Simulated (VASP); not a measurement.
The system is ZrN.

```
Zr N
1.0
     0.00000    2.29751    2.29751
     2.29751    0.00000    2.29751
     2.29751    2.29751    0.00000
Zr N
1 1
Direct
  0.00000 0.00000 0.00000
  0.50000 0.50000 0.50000
```

Base run:

- Program: VASP 6.6.1
- Functional: PBE
- Potentials or basis: VASP PAW PBE potentials, release 64 (Zr_sv, N)
- Cutoff: 600 eV
- k mesh: 18 × 18 × 18
- Occupations: gaussian, width 0.15 eV
- Spin: collinear spin
- Starting moments: [0.3, 0.0] μB
- Fixed moment: 0.3 μB

Its results: pressure 0.6 GPa; site moments Zr +0.18; N +0.03 μB.

Q: After a change of settings the same cell gave: pressure 0.2 GPa; site moments Zr +0.06; N +0.01 μB. Which change was it?
A. fixed moment from 0.3 μB to 0.1 μB; moments at the start from [0.3, 0.0] to [0.1, 0.0]
B. fixed moment from 0.3 μB to 0.9 μB; moments at the start from [0.3, 0.0] to [0.9, 0.0]
C. fixed moment from 0.3 μB to 0.7 μB; moments at the start from [0.3, 0.0] to [0.7, 0.0]

A: A.

Caveats: the total moment is fixed, so each spin has its own Fermi level and the state may be an excited one.
